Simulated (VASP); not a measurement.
Write the native input for VASP 6.6.1 that does the following.

| Quantity | Value |
| --- | --- |
| Task | single point |
| Functional | LDA |
| Potentials or basis | VASP PAW LDA potentials, release 64 (Mn_pv, S) |
| Cutoff | 520 eV |
| k mesh | 9 × 9 × 9 |
| Occupations | fermi-dirac, width 0.05 eV |
| Spin | collinear spin, ferromagnetic start |
| Starting moments | [4.0, 0.0] μB |
| Dipole correction | no |
| k mesh for the DOS | 14 × 14 × 14 |
| Occupations for the DOS | tetrahedron |
| Further INCAR settings | ALGO = Normal; EDIFF = 1e-07; NBANDS = 20 |

MnS:

```xyz
2
Lattice="1.8300 1.0565 2.9709 -1.8300 1.0565 2.9709 0.0000 -2.1131 2.9709" Properties=species:S:1:pos:R:3 pbc="T T T"
Mn    0.0000    0.0000    0.0000
S     0.0000    0.0000    4.4564
```

One way to write it, as run:

POSCAR

```
MnS
1.0
    1.8299960138      1.0565486912      2.9709202777
   -1.8299960138      1.0565486912      2.9709202777
    0.0000000000     -2.1130973823      2.9709202777
Mn S
1 1
Direct
    0.0000000000      0.0000000000      0.0000000000
    0.5000000000      0.5000000000      0.5000000000
```

INCAR.step1

```
ALGO = Normal
EDIFF = 1E-7
ENCUT = 520
GGA = CA
ISIF = 2
ISMEAR = -1
ISPIN = 2
LASPH = T
LCHARG = T
LMAXMIX = 4
LREAL = F
LWAVE = F
MAGMOM = 4 0
NBANDS = 20
NELM = 150
PREC = Accurate
SIGMA = 0.05
```

KPOINTS.step1

```
k-points
0
Gamma
  9 9 9
```

INCAR.step2

```
ALGO = Normal
EDIFF = 1E-7
ENCUT = 520
GGA = CA
ICHARG = 11
ISIF = 2
ISMEAR = -5
ISPIN = 2
LASPH = T
LCHARG = F
LMAXMIX = 4
LORBIT = 10
LREAL = F
LWAVE = F
MAGMOM = 4 0
NBANDS = 20
NEDOS = 1001
NELM = 150
PREC = Accurate
SIGMA = 0.05
```

KPOINTS.step2

```
k-points
0
Gamma
  14 14 14
```

Potentials or basis: VASP PAW LDA potentials, release 64 (Mn_pv, S).

The run is started by

```console
$ cat potpaw_LDA.64/Mn_pv/POTCAR potpaw_LDA.64/S/POTCAR > POTCAR
$ cp INCAR.step1 INCAR
$ cp KPOINTS.step1 KPOINTS
$ mpirun -np 1 vasp_std > vasp.out
$ cp INCAR.step2 INCAR
$ cp KPOINTS.step2 KPOINTS
$ mpirun -np 1 vasp_std > vasp.out
```

It gave:

| Item | Value |
| --- | --- |
| Net moment | 4.41 μB per cell |
| Site moments | Mn +4.01; S +0.09 μB |
| Valence electrons inside the program's atomic spheres | Mn 11.37; S 3.69 |

Caveat: a cell with one magnetic atom can't hold antiferromagnetic order, which such compounds often take.

It took 2.2 min on 1 thread of Intel(R) Xeon(R) 6975P-C (Granite Rapids) (shared host), peak memory 0.37 GiB.
